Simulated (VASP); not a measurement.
Wanted: the native input for a VASP 6.6.1 run.

* Task: single point
* Functional: r2SCAN
* Potentials or basis: VASP PAW PBE potentials, release 64 (Cd, Te)
* Cutoff: 520 eV
* k mesh: 8 × 8 × 8
* Occupations: gaussian, width 0.05 eV
* Spin: no spin polarisation
* Dipole correction: no
* Further INCAR settings: ALGO = Normal; EDIFF = 1e-07; NBANDS = 16

The system is CdTe.

```
Cd Te
1.0
     0.00000    3.20500    3.06078
     3.20500    0.00000    3.06078
     3.20500    3.20500    0.00000
Cd Te
1 1
Direct
  0.00000 0.00000 0.00000
  0.75000 0.75000 0.75000
```

This cell differs from its parent crystal: strain -0.0450 x Voigt [0, 0, 1, 0, 0, 0].

One way to write it, as run:

POSCAR

```
CdTe
1.0
    0.0000000000      3.2050000000      3.0607750000
    3.2050000000      0.0000000000      3.0607750000
    3.2050000000      3.2050000000      0.0000000000
Cd Te
1 1
Direct
    0.0000000000      0.0000000000      0.0000000000
    0.7500000000      0.7500000000      0.7500000000
```

INCAR.step1

```
ALGO     = Normal         # electronic algorithm
EDIFF    = 1E-4           # SCF threshold, eV
ENCUT    = 520            # plane-wave cutoff, eV
GGA      = PE             # functional
ISMEAR   = 0              # smearing method
LASPH    = T              # aspherical terms in the spheres
LCHARG   = F              # write CHGCAR
LREAL    = F              # projectors in reciprocal space
LWAVE    = T              # write WAVECAR
NBANDS   = 16             # bands
NELM     = 60             # most SCF steps
PREC     = Accurate       # precision mode
SIGMA    = 0.05           # smearing width, eV
```

INCAR.step2

```
ALGO     = Normal         # electronic algorithm
EDIFF    = 1E-7           # SCF threshold, eV
ENCUT    = 520            # plane-wave cutoff, eV
ISIF     = 2              # what is computed and relaxed
ISMEAR   = 0              # smearing method
ISTART   = 1            
LASPH    = T              # aspherical terms in the spheres
LCHARG   = T              # write CHGCAR
LELF     = T              # ELF
LMIXTAU  = T            
LREAL    = F              # projectors in reciprocal space
LVHAR    = T            
LWAVE    = F              # write WAVECAR
METAGGA  = R2SCAN         # meta-GGA
NBANDS   = 16             # bands
NELM     = 60             # most SCF steps
PREC     = Accurate       # precision mode
SIGMA    = 0.05           # smearing width, eV
```

KPOINTS

```
k-points
0
Gamma
  8 8 8
```

Potentials or basis: VASP PAW PBE potentials, release 64 (Cd, Te).

Command:

```console
$ cat potpaw_PBE.64/Cd/POTCAR potpaw_PBE.64/Te/POTCAR > POTCAR
$ cp INCAR.step1 INCAR
$ mpirun -np 1 vasp_std > vasp.out
$ cp INCAR.step2 INCAR
$ mpirun -np 1 vasp_std > vasp.out
```

It gave:

The pressure is 6.1 GPa and the band gap on the k mesh is 1.43 eV, direct.

Caveat: the cell differs from its parent crystal (strain -0.0450 x Voigt [0, 0, 1, 0, 0, 0]); the PAW data sets were made with another functional, which shifts forces and pressure a little; spin-orbit coupling is left out, which moves the levels of the heavy elements.

It took 3.1 min on 1 thread of Intel Xeon 6975P-C (shared host), peak memory 0.26 GiB.
